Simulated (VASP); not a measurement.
Cs3In, 4 atoms in the cell. It takes space group Pm-3m (No. 221, cubic). The conventional cell has a = 5.394 Å, b = 5.394 Å, c = 5.394 Å, α = 90.00°, β = 90.00°, γ = 90.00°. Within 5.0 Å of Cs (site symmetry 4/mmm) lie 8 Cs at 3.81 Å and 4 In at 3.81 Å. In (site symmetry m-3m) has 12 Cs at 3.81 Å within 5.0 Å. 

```yaml
Program: VASP 6.6.1
Task: relaxation of cell and atoms
Functional: PBE
Potentials_or_basis: VASP PAW PBE potentials, release 64 (Cs_sv, In_d)
Cutoff: 600 eV
k_mesh: 4 × 4 × 4
Occupations: gaussian, width 0.1 eV
Spin: no spin polarisation
Dipole_correction: no
Further_INCAR_settings: ALGO = Normal; EDIFF = 1e-06; IBRION = 2; EDIFFG = -0.04; NSW = 90; ISIF = 3
```

Potentials or basis: VASP PAW PBE potentials, release 64 (Cs_sv, In_d).

The run is started by

```sh
$ cat potpaw_PBE.64/Cs_sv/POTCAR potpaw_PBE.64/In_d/POTCAR > POTCAR
$ mpirun -np 1 vasp_std > vasp.out
```

Hardware: 1 thread of Intel(R) Xeon(R) Platinum 8259CL CPU @ 2.50GHz (Skylake/Cascade Lake) (shared host).

Q: Estimate the wall time of this run.

A: It took 4.9 min on 1 thread of Intel(R) Xeon(R) Platinum 8259CL CPU @ 2.50GHz (Skylake/Cascade Lake) (shared host), peak memory 0.35 GiB. Counts: scf iterations 67, k points 10, ion steps 6.
